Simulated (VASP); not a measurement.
# ZnO (P6_3mc) in VASP: a series of runs, part 2 of 2

VASP 6.6.1. Earlier steps stand in the parts before.

## 3. Single point, PBEsol (c/a of the conventional cell at fixed volume 1.6142)

INCAR

```
PREC     = Accurate       # precision mode
ENCUT    = 520            # plane-wave cutoff, eV
EDIFF    = 1E-7           # SCF threshold, eV
ISMEAR   = 0              # smearing method
SIGMA    = 0.05           # smearing width, eV
LREAL    = F              # projectors in reciprocal space
LASPH    = T              # aspherical terms in the spheres
NELM     = 100            # most SCF steps
ALGO     = Normal         # electronic algorithm
ISIF     = 2              # what is computed and relaxed
LWAVE    = F              # write WAVECAR
LCHARG   = F              # write CHGCAR
GGA      = PS             # functional
NBANDS   = 26             # bands
```

KPOINTS

```
regular mesh
0
Gamma
  9 9 6
```

POSCAR

```
ZnO
1.0
    3.2309318303      0.0000000000      0.0000000000
   -1.6154659151      2.7980690429      0.0000000000
    0.0000000000      0.0000000000      5.2153681419
Zn O
2 2
Direct
    0.3333333333      0.6666666667      0.0015754469
    0.6666666667      0.3333333333      0.5015754469
    0.3333333333      0.6666666667      0.3352736727
    0.6666666667      0.3333333333      0.8352736727
```

Potentials or basis: VASP PAW PBE potentials, release 64 (Zn, O).

Started as:

```
$ cat potpaw_PBE.64/Zn/POTCAR potpaw_PBE.64/O/POTCAR > POTCAR
$ mpirun -np 1 vasp_std > vasp.out
```

OUTCAR:

```text
PREC = Accurate
   ENCUT = 520
   EDIFF = 1E-7
   ISMEAR = 0
   LREAL = F
   LASPH = T
   NELM = 100
   ISIF = 2
   GGA = PS

 ion  position               nearest neighbor table
   1  0.333  0.667  0.002-   3 1.74   4 2.06   4 2.06   4 2.06
   2  0.667  0.333  0.502-   4 1.74   3 2.06   3 2.06   3 2.06
   3  0.333  0.667  0.335-   1 1.74   2 2.06   2 2.06   2 2.06
   4  0.667  0.333  0.835-   2 1.74   1 2.06   1 2.06   1 2.06

  LATTYP: Found a hexagonal cell.
 ALAT       =     3.2309318303
[... 888 lines left out ...]
     25      14.5701      0.00000
     26      15.8073      0.00000

 [... further k-points ...]
[... 5 lines left out ...]
  --------------------------------------------------------------------------------------
  -------------------------------------------------------------------------------------
  Total       -1.6916046     -1.6916046      9.9517852     -0.0000000      0.0000000      0.0000000
  in kB      -57.4828459    -57.4828458    338.1741313     -0.0000000      0.0000000      0.0000000
  external PRESSURE =      74.4028132 kB  Pullay stress =       0.0000000 kB

 VOLUME and BASIS-vectors are now :
 -----------------------------------------------------------------------------
  energy-cutoff  :      520.00
  volume of cell :       47.15
      direct lattice vectors                 reciprocal lattice vectors
     3.230931830  0.000000000  0.000000000     0.309508232  0.178694661  0.000000000
    -1.615465915  2.798069043  0.000000000     0.000000000  0.357389323  0.000000000
     0.000000000  0.000000000  5.215368142     0.000000000  0.000000000  0.191741019

 POSITION                                       TOTAL-FORCE (eV/Angst)
 -----------------------------------------------------------------------------------
     -0.00000      1.86538      0.00822        -0.000000     -0.000000     -3.406659
      1.61547      0.93269      2.61590         0.000000     -0.000000     -3.406659
     -0.00000      1.86538      1.74858         0.000000     -0.000000      3.406659
      1.61547      0.93269      4.35626        -0.000000      0.000000      3.406659
 -----------------------------------------------------------------------------------
    total drift:                               -0.000000     -0.000000      0.002618

  FREE ENERGIE OF THE ION-ELECTRON SYSTEM (eV)
  ---------------------------------------------------
  free  energy   TOTEN  =       -18.7770539236 eV

  energy  without entropy=      -18.7770539236  energy(sigma->0) =      -18.77705392
```

OSZICAR:

```text
N       E                     dE             d eps       ncg     rms          rms(c)
DAV:   1     0.290237964581E+03    0.29024E+03   -0.18123E+04  2576   0.201E+03
DAV:   2     0.918724429581E+01   -0.28105E+03   -0.26327E+03  2620   0.407E+02
DAV:   3    -0.211849724597E+02   -0.30372E+02   -0.29960E+02  2716   0.138E+02
DAV:   4    -0.217740173344E+02   -0.58904E+00   -0.58788E+00  2854   0.193E+01
DAV:   5    -0.217769877416E+02   -0.29704E-02   -0.29702E-02  2704   0.142E+00    0.163E+01
DAV:   6    -0.186432659491E+02    0.31337E+01   -0.59087E+00  3910   0.639E+01    0.103E+01
DAV:   7    -0.188307532958E+02   -0.18749E+00   -0.28274E+00  2600   0.167E+01    0.603E+00
DAV:   8    -0.188269863459E+02    0.37669E-02   -0.53863E-01  3288   0.677E+00    0.176E+00
DAV:   9    -0.187755096148E+02    0.51477E-01   -0.94981E-02  3624   0.613E+00    0.379E-01
DAV:  10    -0.187770411437E+02   -0.15315E-02   -0.36687E-02  2526   0.132E+00    0.112E-01
DAV:  11    -0.187770371595E+02    0.39842E-05   -0.57111E-04  2726   0.197E-01    0.254E-02
DAV:  12    -0.187770590964E+02   -0.21937E-04   -0.30475E-05  2624   0.884E-02    0.238E-02
DAV:  13    -0.187770568018E+02    0.22946E-05   -0.70526E-06  2968   0.508E-02    0.144E-02
DAV:  14    -0.187770540951E+02    0.27067E-05   -0.64946E-06  3660   0.324E-02    0.220E-03
DAV:  15    -0.187770540391E+02    0.55964E-07   -0.10520E-06  2562   0.779E-03    0.131E-03
DAV:  16    -0.187770539296E+02    0.10955E-06   -0.52327E-08  1282   0.197E-03    0.337E-04
DAV:  17    -0.187770539236E+02    0.59945E-08   -0.58081E-09  1248   0.159E-03
   1 F= -.18777054E+02 E0= -.18777054E+02  d E =-.111028E-14
```

Run time: 20 s. Hardware: 1 thread of Intel Xeon 6975P-C (Granite Rapids), shared host; peak memory 0.18 GiB.

What came out:

```yaml
Free_energy: -18.7771 eV
Pressure: 7.4 GPa
Largest_force: 3.407 eV/Å
Band_gap_on_the_k_mesh: 0.90 eV, direct
```

Forces on the atoms (eV/Å):
```
Zn   0.000  0.000 -3.407
Zn   0.000  0.000 -3.407
O    0.000  0.000  3.407
O    0.000  0.000  3.407
```

Stress tensor (GPa, compression positive):
```
-5.75  0.00  0.00
 0.00 -5.75  0.00
 0.00  0.00 33.82
```

Levels at points of the mesh, in eV from the valence-band top:
```
           k point  band 16  band 17  band 18  band 19  band 20  band 21
(0.00, 0.00, 0.00)    -0.07     0.00     0.00     0.90     5.43     8.39
(0.00, 0.00, 0.50)    -0.61    -0.61    -0.61     3.42     3.42    10.55
```

Caveat: the PAW data sets were made with another functional, which shifts forces and pressure a little.

## 4. Single point, PBEsol (c/a of the conventional cell at fixed volume 1.6572)

INCAR

```
SYSTEM = ZnO
ALGO = Normal ; EDIFF = 1E-6
ENCUT = 520 ; GGA = PS
ISIF = 2 ; ISMEAR = 0
LASPH = .True. ; LCHARG = .True.
LELF = .True. ; LREAL = .False.
LVHAR = .True. ; LWAVE = .False.
NBANDS = 26 ; NELM = 100
PREC = Accurate ; SIGMA = 0.05
```

KPOINTS

```
k-points
0
Gamma
  9 9 6
  0 0 0
```

POSCAR

```
ZnO
1.0
    3.2027414341      0.0000000000      0.0000000000
   -1.6013707170      2.7736554437      0.0000000000
    0.0000000000      0.0000000000      5.3075831045
Zn O
2 2
Direct
    0.3333333333      0.6666666667      0.0015754469
    0.6666666667      0.3333333333      0.5015754469
    0.3333333333      0.6666666667      0.4106854153
    0.6666666667      0.3333333333      0.9106854153
```

Started as:

```
$ cat potpaw_PBE.64/Zn/POTCAR potpaw_PBE.64/O/POTCAR > POTCAR
$ mpirun -np 1 vasp_std > vasp.out
```

Run time: 18 s. Hardware: 1 thread of Intel Xeon 6975P-C (Granite Rapids), shared host; peak memory 0.18 GiB.

The run converged. Its results:

| Quantity | Value |
| --- | --- |
| Free energy | -19.2277 eV |
| Pressure | 3.8 GPa |
| Largest force | 0.709 eV/Å |
| Band gap on the k mesh | 0.70 eV, direct |

Forces on the atoms (eV/Å):
```
Zn   0.000  0.000  0.709
Zn   0.000  0.000  0.709
O    0.000  0.000 -0.709
O    0.000  0.000 -0.709
```

Stress tensor (GPa, compression positive):
```
 8.81  0.00  0.00
 0.00  8.81  0.00
 0.00  0.00 -6.24
```

Levels at points of the mesh, in eV from the valence-band top:
```tsv
k point	band 16	band 17	band 18	band 19	band 20	band 21
(0.00, 0.00, 0.00)	-0.52	0.00	0.00	0.70	5.00	7.68
(0.00, 0.00, 0.50)	-0.27	-0.27	-0.27	3.26	3.26	9.50
```

Caveat: the PAW data sets were made with another functional, which shifts forces and pressure a little.

## 5. Single point, PBEsol (c/a of the conventional cell at fixed volume 1.5712)

INCAR

```
SYSTEM = ZnO
PREC = Accurate ; ENCUT = 520
EDIFF = 1E-6 ; ISMEAR = 0
SIGMA = 0.05 ; LREAL = .FALSE.
LASPH = .TRUE. ; NELM = 100
ALGO = Normal ; ISIF = 2
LWAVE = .FALSE. ; LCHARG = .TRUE.
GGA = PS ; LELF = .TRUE.
LVHAR = .TRUE. ; NBANDS = 26
```

KPOINTS

```
Automatic mesh
0
G
  9 9 6
  0 0 0
```

POSCAR

```
ZnO
1.0
    3.2601408460      0.0000000000      0.0000000000
   -1.6300704230      2.8233647925      0.0000000000
    0.0000000000      0.0000000000      5.1223332972
Zn O
2 2
Direct
    0.3333333333      0.6666666667      0.0015754469
    0.6666666667      0.3333333333      0.5015754469
    0.3333333333      0.6666666667      0.3805245531
    0.6666666667      0.3333333333      0.8805245531
```

Started as:

```
$ cat potpaw_PBE.64/Zn/POTCAR potpaw_PBE.64/O/POTCAR > POTCAR
$ mpirun -np 1 vasp_std > vasp.out
```

Run time: 17 s. Hardware: 1 thread of Intel Xeon 6975P-C (Granite Rapids), shared host; peak memory 0.18 GiB.

Results (log left out):

```yaml
Free_energy: -19.3935 eV
Pressure: 0.7 GPa
Largest_force: 0.274 eV/Å
Band_gap_on_the_k_mesh: 0.72 eV, direct
```

Forces in eV/Å, atoms in the order of the input:
```
Zn   0.000  0.000 -0.274
Zn   0.000  0.000 -0.274
O    0.000  0.000  0.274
O    0.000  0.000  0.274
```

Stress tensor (GPa, compression positive):
```
-1.44  0.00  0.00
 0.00 -1.44  0.00
 0.00  0.00  5.12
```

Levels at points of the mesh, in eV from the valence-band top:
```csv
k point,band 14,band 15,band 16,band 17,band 18,band 19,band 20,band 21,band 22,band 23
"(0.00, 0.00, 0.00)",-0.88,-0.88,-0.03,0.00,0.00,0.72,5.09,8.37,12.61,12.61
"(0.00, 0.00, 0.50)",-2.18,-0.43,-0.43,-0.43,-0.43,3.43,3.43,10.19,10.19,12.89
```

Caveat: the PAW data sets were made with another functional, which shifts forces and pressure a little.

## 6. Summary

```csv
cell,gap on the mesh (eV),pressure (GPa),largest force (eV/Å)
"a = 3.149, b = 3.149, c = 5.490 Å, angles 90.0, 90.0, 120.0°, 4 atoms",0.64,7.3,0.85
"a = 3.231, b = 3.231, c = 5.215 Å, angles 90.0, 90.0, 120.0°, 4 atoms",0.90,7.4,3.41
"a = 3.203, b = 3.203, c = 5.308 Å, angles 90.0, 90.0, 120.0°, 4 atoms",0.70,3.8,0.71
"a = 3.260, b = 3.260, c = 5.122 Å, angles 90.0, 90.0, 120.0°, 4 atoms",0.72,0.7,0.27
```

Alike in all rows: task single point; level PBEsol; potentials or basis VASP PAW PBE potentials, release 64 (Zn, O); no spin polarisation; k mesh 9 × 9 × 6; cutoff (eV) 520; smearing gaussian 0.05 eV.

Caveats: the PAW data sets were made with another functional, which shifts forces and pressure a little.

Total energies depend on the potentials used, so only differences within one code and one set of settings carry meaning.
